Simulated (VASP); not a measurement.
# InP: single point with PBE

Crystal: InP.

```
In P
1.0
     0.00000    3.00665    3.00665
     3.00665    0.00000    3.00665
     3.00665    3.00665    0.00000
In P
1 1
Direct
  0.00000 0.00000 0.00000
  0.25000 0.25000 0.25000
```

```json
{"Program": "VASP 6.6.1", "Task": "single point", "Functional": "PBE", "Potentials or basis": "VASP PAW PBE potentials, release 64 (In_d, P)", "Cutoff": "500 eV", "k mesh": "8 × 8 × 8", "Occupations": "gaussian, width 0.01 eV", "Spin": "no spin polarisation"}
```

| Item | Value |
| --- | --- |
| Pressure | -1.6 GPa |
| Band gap on the k mesh | 0.29 eV |

Levels at points of the mesh, in eV from the valence-band top:
| k point | band 5 | band 6 | band 7 | band 8 | band 9 | band 10 | band 11 | band 12 | band 13 | band 14 |
| --- | --- | --- | --- | --- | --- | --- | --- | --- | --- | --- |
| (0.00, 0.00, 0.00) | -13.94 | -11.02 | 0.00 | 0.00 | 0.00 | 0.29 | 4.08 | 4.08 | 4.08 | 8.23 |
| (0.50, 0.00, 0.00) | -13.93 | -9.54 | -5.34 | -0.86 | -0.86 | 1.31 | 4.79 | 4.79 | 6.92 | 9.14 |
| (0.50, 0.50, 0.00) | -13.91 | -8.97 | -5.43 | -2.07 | -2.07 | 1.89 | 2.25 | 8.75 | 9.08 | 9.08 |

Wall time 13 s on 1 thread of Intel(R) Xeon(R) Platinum 8488C (Sapphire Rapids), with other jobs on the host, peak memory 0.18 GiB.

Caveat: spin-orbit coupling is left out, which moves the levels of the heavy elements.
